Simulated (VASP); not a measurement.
# SnTe3As (Pm-3m) in VASP: further runs

Runs on SnTe3As. Level: PBE. Tasks: relaxation of cell and atoms.

All numbers are computed with VASP 6.6.1; they aren't measurements. Logs are shortened: lines on timing, memory, paths and dates and some standing lists are left out, and cuts for length are marked.

**1. The cell of the first run**

It takes space group Pm-3m (No. 221, cubic). Conventional cell: a = 5.336 Å, b = 5.336 Å, c = 5.336 Å, α = 90.00°, β = 90.00°, γ = 90.00°. Sn (site symmetry m-3m) has 12 Te at 3.77 Å and 8 As at 4.62 Å within 5.0 Å. Te (site symmetry 4/mmm) has 2 As at 2.67 Å within 3.5 Å. As (site symmetry m-3m) has 6 Te at 2.67 Å within 3.5 Å.

The cell was generated, and may not be a known phase.

**2. Relaxation of cell and atoms, PBE**

The input, INCAR:

```
SYSTEM = SnTe3As
PREC = Accurate
ENCUT = 600
EDIFF = 1E-7
ISMEAR = 0
SIGMA = 0.1
LREAL = .FALSE.
LASPH = .TRUE.
NELM = 60
ALGO = Normal
ISIF = 3
LWAVE = .FALSE.
LCHARG = .FALSE.
GGA = PE
IBRION = 2
NSW = 90
EDIFFG = -0.04
```

The input, KPOINTS:

```
regular mesh
0
G
  4 4 4
  0 0 0
```

The input, POSCAR:

```
SnTe3As
1.0
    5.3362243200      0.0000000000      0.0000000000
    0.0000000000      5.3362243200      0.0000000000
    0.0000000000      0.0000000000      5.3362243200
Sn Te As
1 3 1
Direct
    0.0000000000      0.0000000000      0.0000000000
    0.0000000000      0.5000000000      0.5000000000
    0.5000000000      0.0000000000      0.5000000000
    0.5000000000      0.5000000000      0.0000000000
    0.5000000000      0.5000000000      0.5000000000
```

Potentials or basis: VASP PAW PBE potentials, release 64 (Sn_d, Te, As).

Launch:

```
> cat potpaw_PBE.64/Sn_d/POTCAR potpaw_PBE.64/Te/POTCAR potpaw_PBE.64/As/POTCAR > POTCAR
> mpirun -np 1 vasp_std > vasp.out
```

OUTCAR:

```text
SYSTEM = SnTe3As
   PREC = Accurate
   ENCUT = 600
   EDIFF = 1E-7
   ISMEAR = 0
   LREAL = .FALSE.
   LASPH = .TRUE.
   NELM = 60
   ISIF = 3
   GGA = PE
   IBRION = 2
   NSW = 90
   EDIFFG = -0.04

 ion  position               nearest neighbor table
   1  0.000  0.000  0.000-
   2  0.000  0.500  0.500-   5 2.67   5 2.67
   3  0.500  0.000  0.500-   5 2.67   5 2.67
   4  0.500  0.500  0.000-   5 2.67   5 2.67
   5  0.500  0.500  0.500-   2 2.67   3 2.67   4 2.67   4 2.67   3 2.67   2 2.67

  LATTYP: Found a simple cubic cell.
 ALAT       =     5.3362243200

  Lattice vectors:

 A1 = (   5.3362243200,   0.0000000000,   0.0000000000)
 A2 = (   0.0000000000,   5.3362243200,   0.0000000000)
 A3 = (   0.0000000000,   0.0000000000,   5.3362243200)

Analysis of symmetry for initial positions (statically):
=====================================================================
 Subroutine PRICEL returns:
 Original cell was already a primitive cell.

 Routine SETGRP: Setting up the symmetry group for a
 simple cubic supercell.

 Subroutine GETGRP returns: Found 48 space group operations
 (whereof 48 operations were pure point group operations)
 out of a pool of 48 trial point group operations.

The static configuration has the point symmetry O_h .

Analysis of symmetry for dynamics (positions and initial velocities):
=====================================================================
 Subroutine PRICEL returns:
 Original cell was already a primitive cell.

 Routine SETGRP: Setting up the symmetry group for a
 simple cubic supercell.

 Subroutine GETGRP returns: Found 48 space group operations
 (whereof 48 operations were pure point group operations)
 out of a pool of 48 trial point group operations.

The dynamic configuration has the point symmetry O_h .

 Subroutine INISYM returns: Found 48 space group operations
 (whereof 48 operations are pure point group operations),
 and found     1 'primitive' translations

----------------------------------------------------------------------------------------

                                     Primitive cell

  volume of cell :     151.9505

  direct lattice vectors                    reciprocal lattice vectors
     5.336224320  0.000000000  0.000000000     0.187398419  0.000000000  0.000000000
     0.000000000  5.336224320  0.000000000     0.000000000  0.187398419  0.000000000
     0.000000000  0.000000000  5.336224320     0.000000000  0.000000000  0.187398419

  length of vectors
     5.336224320  5.336224320  5.336224320     0.187398419  0.187398419  0.187398419

[... 56 lines left out ...]
   dimension x,y,z NGX =    48 NGY =   48 NGZ =   48
   dimension x,y,z NGXF=    96 NGYF=   96 NGZF=   96
   ions per type =               1   3   1
   NGX,Y,Z   is equivalent  to a cutoff of  14.95, 14.95, 14.95 a.u.
   NGXF,Y,Z  is equivalent  to a cutoff of  29.91, 29.91, 29.91 a.u.
 SYSTEM =  SnTe3As
   PREC   = accura    normal or accurate (medium, high low for compatibility)
   ISTART =      0    job   : 0-new  1-cont  2-samecut
   ICHARG =      2    charge: 1-file 2-atom 10-const
   ISPIN  =      1    spin polarized calculation?
   LNONCOLLINEAR =      F non collinear calculations
   LSORBIT =      F    spin-orbit coupling
   LASPH  =      T    aspherical Exc in radial PAW
   ENCUT  =  600.0 eV  44.10 Ry    6.64 a.u.  10.66 10.66 10.66*2*pi/ulx,y,z
   NELM   =     60;   NELMIN=  2; NELMDL= -5     # of ELM steps
   EDIFF  = 0.1E-06   stopping-criterion for ELM
   LREAL  =      F    real-space projection
   EDIFFG = -.4E-01   stopping-criterion for IOM
   NSW    =     90    number of steps for IOM
   IBRION =      2    ionic relax: 0-MD 1-quasi-New 2-CG
   NFREE  =      1    steps in history (QN), initial steepest desc. (CG)
   ISIF   =      3    stress and relaxation
   ISYM   =      2    0-nonsym 1-usesym 2-fastsym
   POTIM  = 0.5000    time-step for ionic-motion
   TEBEG  =    0.0;   TEEND  =   0.0 temperature during run
   PSTRESS=    0.0 pullay stress
   NELECT =      37.0000    total number of electrons
   NUPDOWN=      -1.0000    fix difference up-down
   EMIN   =  10.00;   EMAX   =-10.00  energy-range for DOS
   EFERMI =   0.00;   METHOD = LEGACY
   ISMEAR =     0;   SIGMA  =   0.10  broadening in eV -4-tet -1-fermi 0-gaus
   EFERMI_NEDOS =   21; number of points for ismear=-14 and -15
   IALGO  =     38    algorithm
   IMIX   =      4    mixing-type and parameters
     AMIX     =   0.40;   BMIX     =  1.00
     AMIX_MAG =   1.60;   BMIX_MAG =  1.00
  volume/ion in A,a.u.               =      30.39       205.08
  Fermi-wavevector in a.u.,A,eV,Ry     =   1.022291  1.931850 14.219170  1.045079
  Thomas-Fermi vector in A             =   2.155963
   LORBIT       =      0    0 simple, 1 ext, 2 COOP (PROOUT), +10 PAW based schemes
   GGA     = PE    functional components
   LHFCALC =     F    Hartree Fock is set to
   AEXX    =    0.0000 exact exchange contribution
   IVDW    =     0    specifies the selected vdW correction
   LEPSILON=     F    determine dielectric tensor
   LRPA    =     F    only Hartree local field effects (RPA)
 conjugate gradient relaxation of ions
 non-spin polarized calculation
 Gauss-broadening in eV      SIGMA  =   0.10
  energy-cutoff  :      600.00
  volume of cell :      151.95
 maximum number of plane-waves:      5112
 NGX is ok and might be reduce to    48
   NGX = 21   NGY = 21   NGZ = 21

--------------------------------------- Ionic step        1  -------------------------------------------

 number of electron      36.9999992 magnetization

 Free energy of the ion-electron system (eV)
  ---------------------------------------------------
  ext. energy  EPLUGINS =         0.00000000
  ---------------------------------------------------
  free energy    TOTEN  =       -15.74974653 eV

  energy without entropy =      -15.70931392  energy(sigma->0) =      -15.72953022

 E-fermi :   5.7600     XC(G=0):  -9.4210

 val. band max:        5.7574780552   @ k =   0.5000   0.2500   0.2500
 cond. band min:       5.7986639083   @ k =   0.5000   0.5000   0.5000
 fundamental gap:      0.0411858532
 Fermi energy:         5.7599773142

 k-point     1 :       0.0000    0.0000    0.0000
  band No.  band energies     occupation
      1     -16.2622      2.00000
      2     -16.2622      2.00000
      3     -16.2608      2.00000
      4     -16.2608      2.00000
      5     -16.2608      2.00000
      6      -8.2055      2.00000
[... 316 lines left out ...]
--------------------------------------- Ionic step        3  -------------------------------------------

 number of electron      37.0000002 magnetization

 Free energy of the ion-electron system (eV)
  ---------------------------------------------------
  ext. energy  EPLUGINS =         0.00000000
  ---------------------------------------------------
  free energy    TOTEN  =       -15.91729464 eV

  energy without entropy =      -15.88284260  energy(sigma->0) =      -15.90006862

 E-fermi :   4.8438     XC(G=0):  -9.0467

 val. band max:        4.8389574197   @ k =   0.2500   0.2500   0.2500
 cond. band min:       4.8857306143   @ k =   0.5000   0.2500   0.2500
 fundamental gap:      0.0467731946
 Fermi energy:         4.8437538073

 k-point     1 :       0.0000    0.0000    0.0000
  band No.  band energies     occupation
      1     -17.3624      2.00000
      2     -17.3624      2.00000
      3     -17.3608      2.00000
      4     -17.3608      2.00000
      5     -17.3608      2.00000
      6      -8.4924      2.00000
[... 271 lines left out ...]
  FREE ENERGIE OF THE ION-ELECTRON SYSTEM (eV)
  ---------------------------------------------------
  free  energy   TOTEN  =       -15.9172946364 eV

  energy  without entropy=      -15.8828425976  energy(sigma->0) =      -15.90006862

 reached required accuracy - stopping structural energy minimisation
```

OSZICAR:

```text
N       E                     dE             d eps       ncg     rms          rms(c)
DAV:   1     0.292576602771E+03    0.29258E+03   -0.16594E+04   440   0.177E+03
DAV:   2     0.223606816983E+02   -0.27022E+03   -0.26525E+03   466   0.395E+02
DAV:   3    -0.142165206840E+02   -0.36577E+02   -0.35546E+02   536   0.128E+02
[... 36 lines left out ...]
DAV:   8    -0.159172947280E+02    0.29383E-05   -0.12216E-06   440   0.105E-02    0.376E-03
DAV:   9    -0.159172943741E+02    0.35390E-06   -0.83416E-08   220   0.167E-03    0.217E-03
DAV:  10    -0.159172945217E+02   -0.14753E-06   -0.12935E-08   220   0.101E-03    0.101E-03
DAV:  11    -0.159172946672E+02   -0.14550E-06   -0.58831E-09   220   0.559E-04    0.419E-04
DAV:  12    -0.159172946364E+02    0.30765E-07   -0.15091E-09   220   0.309E-04
   3 F= -.15917295E+02 E0= -.15900069E+02  d E =-.167548E+00
```

CONTCAR:

```text
SnTe3As
   1.00000000000000
     5.4930657259641018    0.0000000000000000   -0.0000000000000000
     0.0000000000000000    5.4930657259641018   -0.0000000000000000
     0.0000000000000000   -0.0000000000000000    5.4930657259641018
  Sn              Te              As
     1     3     1
Direct
     0.0000000000000000    0.0000000000000000    0.0000000000000000
     0.0000000000000000    0.5000000000000000    0.5000000000000000
     0.5000000000000000    0.0000000000000000    0.5000000000000000
     0.5000000000000000    0.5000000000000000    0.0000000000000000
     0.5000000000000000    0.5000000000000000    0.5000000000000000

  0.00000000E+00  0.00000000E+00  0.00000000E+00
  0.00000000E+00  0.00000000E+00  0.00000000E+00
  0.00000000E+00  0.00000000E+00  0.00000000E+00
  0.00000000E+00  0.00000000E+00  0.00000000E+00
  0.00000000E+00  0.00000000E+00  0.00000000E+00
```

Wall time 74 s (1 thread of Intel Xeon 6975P-C (Granite Rapids), shared host); peak memory 0.36 GiB.

What came out:

| Quantity | Value |
| --- | --- |
| Free energy | -15.9173 eV |
| Relaxed volume | 33.15 Å³/atom |
| Relaxed cell | a = 5.493 Å, b = 5.493 Å, c = 5.493 Å, α = 90.00°, β = 90.00°, γ = 90.00° |
| Space group after relaxing (to 0.1 Å) | Pm-3m (No. 221) |
| Energy gained by relaxing | 33.5 meV/atom |
| Ionic steps | 3 |
| Pressure after relaxing | 0.0 GPa |
| Band gap on the k mesh | zero (an odd number of electrons rules out a gap without spin polarisation) |

The path:
```tsv
step	energy change (eV)	largest force (eV/Å)	pressure (GPa)	volume (Å³)
1	0.0000	0.0000	4.19	151.95
2	-0.1542	0.0000	-0.96	170.12
3	-0.1675	0.0000	0.02	165.75
```

Final structure:
```cif
data_structure
_symmetry_space_group_name_H-M 'P 1'
_symmetry_Int_Tables_number 1
_cell_length_a 5.4931
_cell_length_b 5.4931
_cell_length_c 5.4931
_cell_angle_alpha 90.000
_cell_angle_beta 90.000
_cell_angle_gamma 90.000
_cell_volume 165.75
loop_
_atom_site_label
_atom_site_type_symbol
_atom_site_fract_x
_atom_site_fract_y
_atom_site_fract_z
_atom_site_occupancy
Sn1 Sn 0.00000 0.00000 0.00000 1
Te1 Te 0.00000 0.50000 0.50000 1
Te2 Te 0.50000 0.00000 0.50000 1
Te3 Te 0.50000 0.50000 0.00000 1
As1 As 0.50000 0.50000 0.50000 1
```

Caveat: spin-orbit coupling is left out, which moves the levels of the heavy elements.

**3. Relaxation of cell and atoms, PBE**

This run uses another cell than the first one, of 33.21 Å³/atom.

The input, INCAR:

```
ALGO = Normal ; EDIFF = 1E-6
EDIFFG = -0.01 ; ENCUT = 600
GGA = PE ; IBRION = 2
ISIF = 3 ; ISMEAR = 0
LASPH = T ; LCHARG = F
LREAL = F ; LWAVE = F
NELM = 60 ; NSW = 100
PREC = Accurate ; SIGMA = 0.1
```

The input, KPOINTS:

```
k-points
0
Gamma
  8 8 8
```

POSCAR: that of step 2 with these lines changed.

```diff
@@ -2,5 +2,5 @@
 1.0
-    5.3362243200      0.0000000000      0.0000000000
-    0.0000000000      5.3362243200      0.0000000000
-    0.0000000000      0.0000000000      5.3362243200
+    5.4965728076      0.0000000000      0.0000000000
+    0.0000000000      5.4965728076      0.0000000000
+    0.0000000000      0.0000000000      5.4965728076
 Sn Te As
```

Potentials or basis: VASP PAW PBE potentials, release 64 (Sn_d, Te, As).

Launch:

```
> cat potpaw_PBE.64/Sn_d/POTCAR potpaw_PBE.64/Te/POTCAR potpaw_PBE.64/As/POTCAR > POTCAR
> mpirun -np 1 vasp_std > vasp.out
```

Wall time 3 min (1 thread of Intel Xeon 6975P-C (Granite Rapids), shared host); peak memory 0.44 GiB.

The run converged. Its results:

| Property | Result |
| --- | --- |
| Free energy | -16.3499 eV |
| Relaxed volume | 32.68 Å³/atom |
| Relaxed cell | a = 5.467 Å, b = 5.467 Å, c = 5.467 Å, α = 90.00°, β = 90.00°, γ = 90.00° |
| Space group after relaxing (to 0.1 Å) | Pm-3m (No. 221) |
| Energy gained by relaxing | 1.1 meV/atom |
| Ionic steps | 3 |
| Pressure after relaxing | 0.0 GPa |
| Band gap on the k mesh | zero (an odd number of electrons rules out a gap without spin polarisation) |

The path:
| step | energy change (eV) | largest force (eV/Å) | pressure (GPa) | volume (Å³) |
| --- | --- | --- | --- | --- |
| 1 | 0.0000 | 0.0000 | -0.63 | 166.06 |
| 2 | -0.0052 | 0.0000 | 0.12 | 162.94 |
| 3 | -0.0054 | 0.0000 | 0.00 | 163.41 |

Final structure:
```xyz
5
Lattice="5.4671 0.0000 0.0000 0.0000 5.4671 0.0000 0.0000 0.0000 5.4671" Properties=species:S:1:pos:R:3 pbc="T T T"
Sn    0.0000    0.0000    0.0000
Te    0.0000    2.7335    2.7335
Te    2.7335    0.0000    2.7335
Te    2.7335    2.7335    0.0000
As    2.7335    2.7335    2.7335
```

Levels at points of the mesh, in eV from the Fermi level:
| k point | band 16 | band 17 | band 18 | band 19 | band 20 | band 21 | band 22 |
| --- | --- | --- | --- | --- | --- | --- | --- |
| (0.00, 0.00, 0.00) | -1.30 | -0.66 | -0.66 | -0.66 | 2.67 | 2.67 | 2.67 |
| (0.50, 0.00, 0.00) | -1.23 | -0.61 | -0.61 | -0.44 | 0.90 | 1.03 | 1.70 |
| (0.50, 0.50, 0.00) | -1.55 | -0.63 | -0.14 | -0.14 | 0.37 | 0.38 | 0.78 |
| (0.50, 0.50, 0.50) | -0.05 | -0.05 | -0.05 | 0.82 | 0.82 | 0.82 | 0.95 |

Caveat: spin-orbit coupling is left out, which moves the levels of the heavy elements.

The gap in the log of VASP goes by the Fermi energy; the results here count the filled bands.